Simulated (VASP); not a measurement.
A run of VASP 6.6.1 is set up as follows.

File INCAR:

```
SYSTEM = B
PREC     = Accurate       ! precision mode
ENCUT    = 520            ! plane-wave cutoff, eV
EDIFF    = 1E-6           ! SCF threshold, eV
ISMEAR   = -1             ! smearing method
SIGMA    = 0.1            ! smearing width, eV
LREAL    = .False.        ! projectors in reciprocal space
LASPH    = .True.         ! aspherical terms in the spheres
NELM     = 60             ! most SCF steps
ALGO     = Normal         ! electronic algorithm
ISIF     = 2              ! what is computed and relaxed
LWAVE    = .False.        ! write WAVECAR
LCHARG   = .True.         ! write CHGCAR
GGA      = CA             ! functional
LELF     = .True.         ! ELF
LVHAR    = .True.       
NBANDS   = 12             ! bands
```

KPOINTS

```
regular mesh
0
Gamma
  14 14 13
  0 0 0
```

The input POSCAR:

```
B
1.0
    2.8308053026      0.0000000000      0.0000000000
   -1.4154026513      2.4515493052      0.0000000000
    0.0000000000      0.0000000000      2.7879806286
B
3
Direct
    0.0000000000      0.0000000000      0.0000000000
    0.3333333333      0.6666666667      0.5000000000
    0.6666666667      0.3333333333      0.5000000000
```

Potentials or basis: VASP PAW LDA potentials, release 64 (B).

Command:

```console
$ cat potpaw_LDA.64/B/POTCAR > POTCAR
$ mpirun -np 1 vasp_std > vasp.out
```

(1) What does it give for the pressure?

## Answers

(1) 0.3 GPa.
